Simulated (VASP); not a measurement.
Here is a VASP 6.6.1 calculation.

File INCAR:

```
SYSTEM = Ir
  PREC = Accurate
  ENCUT = 560
  EDIFF = 1E-6
  ISMEAR = -1
  SIGMA = 0.05
  LREAL = .False.
  LASPH = .True.
  NELM = 120
  ALGO = Normal
  ISIF = 2
  LWAVE = .False.
  LCHARG = .False.
  GGA = PS
  NBANDS = 14
  GGA_COMPAT = .False.
```

KPOINTS

```
regular mesh
0
Gamma
  24 24 24
  0 0 0
```

The input POSCAR:

```
Ir
1.0
    0.0000000000      1.8997604892      1.8997604892
    1.8997604892      0.0000000000      1.8997604892
    1.8997604892      1.8997604892      0.0000000000
Ir
1
Direct
    0.0000000000      0.0000000000      0.0000000000
```

Potentials or basis: VASP PAW PBE potentials, release 64 (Ir_sv_GW).

Run with:

```bash
$ cat potpaw_PBE.64/Ir_sv_GW/POTCAR > POTCAR
$ mpirun -np 1 vasp_std > vasp.out
```

Question: Estimate the band gap on the k mesh.

Answer: Zero (an odd number of electrons rules out a gap without spin polarisation).

Question: What does it give for the pressure?

Answer: 8.0 GPa.

Caveat: the cell stands under pressure; the PAW data sets were made with another functional, which shifts forces and pressure a little; spin-orbit coupling is left out, which moves the levels of the heavy elements.
